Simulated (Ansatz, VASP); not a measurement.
# One calculation of Si15P, two programs

```
Si P
1.0
     0.00000    5.42712    5.42712
     5.42712    0.00000    5.42712
     5.42712    5.42712    0.00000
Si P
15 1
Cartesian
  4.0703 4.0703 4.0703
  6.7839 6.7839 4.0703
  5.4271 5.4271 2.7136
  6.7839 4.0703 6.7839
  5.4271 2.7136 5.4271
  9.4975 6.7839 6.7839
  8.1407 5.4271 5.4271
  4.0703 6.7839 6.7839
  2.7136 5.4271 5.4271
  6.7839 9.4975 6.7839
  5.4271 8.1407 5.4271
  6.7839 6.7839 9.4975
  5.4271 5.4271 8.1407
  9.4975 9.4975 9.4975
  8.1407 8.1407 8.1407
  2.7136 2.7136 2.7136
```

Alike in both runs: task single point; functional r2SCAN; k mesh 2 × 2 × 2; occupations gaussian, width 0.02 eV; no spin polarisation.

```csv
,VASP,Ansatz
version,VASP 6.6.1,Ansatz 0.2.0
potentials or method,"VASP PAW PBE potentials, release 64 (Si, P), cutoff 440 eV","plane waves, PAW"
valence electrons in the cell,65,65
```

Ansatz gave:

```
gap on the k mesh at the Fermi level (eV) : none
rms of the force components (eV/Å)        : 0.143
```

Question: What did VASP give for the same quantities?

Answer: gap on the k mesh at the Fermi level (eV): none; rms of the force components (eV/Å): 0.144.

VASP's potentials were made for PBE, not for r2SCAN. A gap of «none» marks a metal or a gap that the smearing closes. With one functional, cell and mesh, what is left measures potentials, basis and numerics.

The k mesh is coarse, so the values compare programs but aren't converged.
